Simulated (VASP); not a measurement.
Set up this calculation in VASP 6.6.1, as the native input.

```
Task                   : single point
Functional             : PBEsol
Potentials or basis    : VASP PAW PBE potentials, release 64 (Rb_sv, Cl)
Cutoff                 : 500 eV
k mesh                 : 6 × 6 × 6
Occupations            : gaussian, width 0.02 eV
Spin                   : no spin polarisation
Dipole correction      : no
Further INCAR settings : ALGO = Normal; EDIFF = 1e-06; NBANDS = 15
```

The structure of RbCl lies in POSCAR:

```
RbCl
1.0
    0.0000000000      3.2701473225      3.2701473225
    3.2701473225      0.0000000000      3.2701473225
    3.2701473225      3.2701473225      0.0000000000
Rb Cl
1 1
Direct
    0.0000000000      0.0000000000      0.0000000000
    0.5000000000      0.5000000000      0.5000000000
```

The input as run:

INCAR

```
SYSTEM = RbCl
PREC = Accurate
ENCUT = 500
EDIFF = 1E-6
ISMEAR = 0
SIGMA = 0.02
LREAL = .False.
LASPH = .True.
NELM = 120
ALGO = Normal
ISIF = 2
LWAVE = .False.
LCHARG = .False.
GGA = PS
NBANDS = 15
GGA_COMPAT = .False.
```

KPOINTS

```
regular mesh
0
Gamma
  6 6 6
  0 0 0
```

Potentials or basis: VASP PAW PBE potentials, release 64 (Rb_sv, Cl).

Launch:

```console
$ cat potpaw_PBE.64/Rb_sv/POTCAR potpaw_PBE.64/Cl/POTCAR > POTCAR
$ mpirun -np 1 vasp_std > vasp.out
```

Results of the run:

The pressure is 0.0 GPa and the band gap on the k mesh is 4.90 eV.

Caveat: the PAW data sets were made with another functional, which shifts forces and pressure a little.

Run time: 34 s on 1 thread of AMD EPYC 7R13, on a shared host, peak memory 0.17 GiB.
